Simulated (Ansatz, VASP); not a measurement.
TaN in VASP and in Ansatz

```
Ta N
1.0
     0.00000    2.19349    2.19349
     2.19349    0.00000    2.19349
     2.19349    2.19349    0.00000
Ta N
1 1
Cartesian
  0.0000 0.0000 0.0000
  2.1935 2.1935 2.1935
```

Alike in both runs: functional r2SCAN; dispersion rVV10; k mesh 16 × 16 × 16; occupations gaussian, width 0.1 eV; no spin polarisation.

Ansatz relaxed the structure, and its values are those at the end. VASP's run is a single point on that final structure, the one shown.

|  | VASP | Ansatz |
| --- | --- | --- |
| version | VASP 6.6.1 | Ansatz 0.2.0 |
| potentials or method | VASP PAW PBE potentials, release 64 (Ta_pv, N), cutoff 660 eV | scalar-relativistic, plane waves, PAW |
| valence electrons in the cell | 16 | 18 |

```tsv
	VASP	Ansatz	Ansatz less VASP
gap on the k mesh at the Fermi level (eV)	none	none	-
pressure (GPa)	2.8	0.0	-2.80
```

VASP's potentials were made for PBE, not for r2SCAN. A gap of «none» marks a metal or a gap that the smearing closes. VASP's potentials hold 16 valence electrons a cell and Ansatz's 18, so a difference there can come from the potentials and not from the codes.

Neither program's run includes spin-orbit coupling.
